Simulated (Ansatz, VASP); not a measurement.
**One calculation of SiC, two programs**

```
Si C
1.0
     3.09407    0.00000    0.00000
    -1.54703    2.67954    0.00000
     0.00000    0.00000   10.93950
Si C
4 4
Direct
  0.66667 0.33333 0.93784
  0.33333 0.66667 0.43784
  0.00000 0.00000 0.68790
  0.00000 0.00000 0.18790
  0.66667 0.33333 0.74981
  0.33333 0.66667 0.24981
  0.00000 0.00000 0.50045
  0.00000 0.00000 0.00045
```

Alike in both runs: task single point; functional PBE; k mesh 12 × 12 × 4; occupations gaussian, width 0.05 eV; no spin polarisation.

```csv
,VASP,Ansatz
version,VASP 6.6.1,Ansatz 0.2.0
potentials or method,"VASP PAW PBE potentials, release 64 (Si, C), cutoff 520 eV","scalar-relativistic, plane waves, PAW"
valence electrons in the cell,32,32
```

VASP gave:

```
gap on the k mesh at the Fermi level (eV)                     : 1.81
least direct gap on the mesh (eV)                             : 3.11
pressure (GPa)                                                : -12.5
traceless stress, the component that is largest in VASP (GPa) : -20.97
rms of the force components (eV/Å)                            : 0.071
```

Q: Which values does Ansatz return?

A: gap on the k mesh at the Fermi level (eV): 1.82; least direct gap on the mesh (eV): 3.12; pressure (GPa): -12.5; traceless stress, the component that is largest in VASP (GPa): -20.86; rms of the force components (eV/Å): 0.071.

Atom by atom the forces differ by 0.001 eV/Å (rms over components).
